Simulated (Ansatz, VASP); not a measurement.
## Two plane-wave programs on BaTiO3

```
CELL_PARAMETERS angstrom
4.02629 0.00000 0.00000
0.00000 4.02629 0.00000
0.00000 0.00000 4.04461
ATOMIC_POSITIONS crystal
Ba 0.00000 0.00000 0.00000
Ti 0.50000 0.50000 0.49000
O 0.00000 0.50000 0.51700
O 0.50000 0.00000 0.51700
O 0.50000 0.50000 0.01900
```

Alike in both runs: task single point; functional revPBE; dispersion D4; k mesh 7 × 7 × 7; occupations fermi-dirac, width 0.05 eV; no spin polarisation.

|  | VASP | Ansatz |
| --- | --- | --- |
| version | VASP 6.6.1 | Ansatz 0.2.0 |
| potentials or method | VASP PAW PBE potentials, release 64 (Ba_sv, Ti_sv, O) | Ansatz PAW |
| plane-wave cutoff (eV) | 520 | 420 |
| valence electrons in the cell | 40 | 40 |

|  | VASP | Ansatz | Ansatz less VASP |
| --- | --- | --- | --- |
| gap on the k mesh at the Fermi level (eV) | 1.85 | 1.91 | +0.060 |
| least direct gap on the mesh (eV) | 2.06 | 2.09 | +0.025 |
| pressure (GPa) | -1.3 | -2.9 | -1.64 |
| traceless stress, the component that is largest in VASP (GPa) | 0.57 | 0.55 | -0.022 |
| rms of the force components (eV/Å) | 0.135 | 0.141 | +0.0063 |

VASP's potentials were made for PBE, not for revPBE. Atom by atom the forces differ by 0.013 eV/Å (rms over components).

Spin-orbit coupling is off throughout. Noted on Ansatz's run: odd divisions of the mesh miss points on the zone boundary, where band edges often lie, so the gap on the mesh can be too wide.
